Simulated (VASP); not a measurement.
ScBSbP3, 6 atoms in the cell. It takes space group Cmmm (No. 65, orthorhombic). Conventional cell: a = 5.202 Å, b = 6.495 Å, c = 8.013 Å, α = 90.00°, β = 90.00°, γ = 90.00°. Sc (site symmetry mmm) has 2 P at 1.71 Å within 2.3 Å. Within 3.4 Å of B (site symmetry mmm) lie 4 Sb at 2.60 to 3.25 Å. Sb (site symmetry mmm) has 4 B at 2.60 to 3.25 Å within 3.4 Å. P (site symmetry mmm) has 2 P at 1.54 Å within 2.1 Å. P (site symmetry m2m) has 1 P at 1.54 Å and 1 Sc at 1.71 Å within 2.1 Å. 

| Quantity | Value |
| --- | --- |
| Program | VASP 6.6.1 |
| Task | single point |
| Functional | PBE |
| Potentials or basis | VASP PAW PBE potentials, release 64 (Sc_sv, B, Sb, P) |
| Cutoff | 520 eV |
| k mesh | 4 × 4 × 2 |
| Occupations | gaussian, width 0.1 eV |
| Spin | no spin polarisation |
| Dipole correction | no |
| Further INCAR settings | ALGO = Normal; EDIFF = 1e-06; NBANDS = 26 |

Potentials or basis: VASP PAW PBE potentials, release 64 (Sc_sv, B, Sb, P).

Command:

```bash
$ cat potpaw_PBE.64/Sc_sv/POTCAR potpaw_PBE.64/B/POTCAR potpaw_PBE.64/Sb/POTCAR potpaw_PBE.64/P/POTCAR > POTCAR
$ mpirun -np 1 vasp_std > vasp.out
```

Hardware: 1 thread of Oxide Virtual Turin-like Processor (shared host).

Question: Estimate the wall time of this run.

Answer: Run time: 110 s on 1 thread of Oxide Virtual Turin-like Processor, with other jobs on the host, peak memory 0.23 GiB. Counts: scf iterations 16, k points 14.
